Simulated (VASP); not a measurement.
Si2Ni, 3 atoms in the cell. The structure is cubic, space group Fm-3m (No. 225). Conventional cell: a = 5.656 Å, b = 5.656 Å, c = 5.656 Å, α = 90.00°, β = 90.00°, γ = 90.00°. Si (site symmetry -43m) has 4 Ni at 2.45 Å and 6 Si at 2.83 Å within 3.2 Å. Ni (site symmetry m-3m) has 8 Si at 2.45 Å within 3.2 Å. 

* Program: VASP 6.6.1
* Task: single point
* Functional: PBE
* Potentials or basis: VASP PAW PBE potentials, release 64 (Si, Ni)
* Cutoff: 520 eV
* k mesh: 14 × 14 × 14
* Occupations: gaussian, width 0.15 eV
* Spin: collinear spin, ferromagnetic start
* Starting moments: [0.0, 0.0, 0.875] μB
* Fixed moment: 0.875 μB
* Dipole correction: no
* Further INCAR settings: ALGO = Normal; EDIFF = 1e-06; NBANDS = 20

Potentials or basis: VASP PAW PBE potentials, release 64 (Si, Ni).

Command:

```bash
$ cat potpaw_PBE.64/Si/POTCAR potpaw_PBE.64/Ni/POTCAR > POTCAR
$ mpirun -np 1 vasp_std > vasp.out
```

Hardware: 1 thread of Intel Xeon 8259CL, on a shared host.

Estimate the wall time of this run.

Wall time 3.8 min on 1 thread of Intel Xeon 8259CL (shared host), peak memory 0.29 GiB. Counts: scf iterations 15, k points 104.
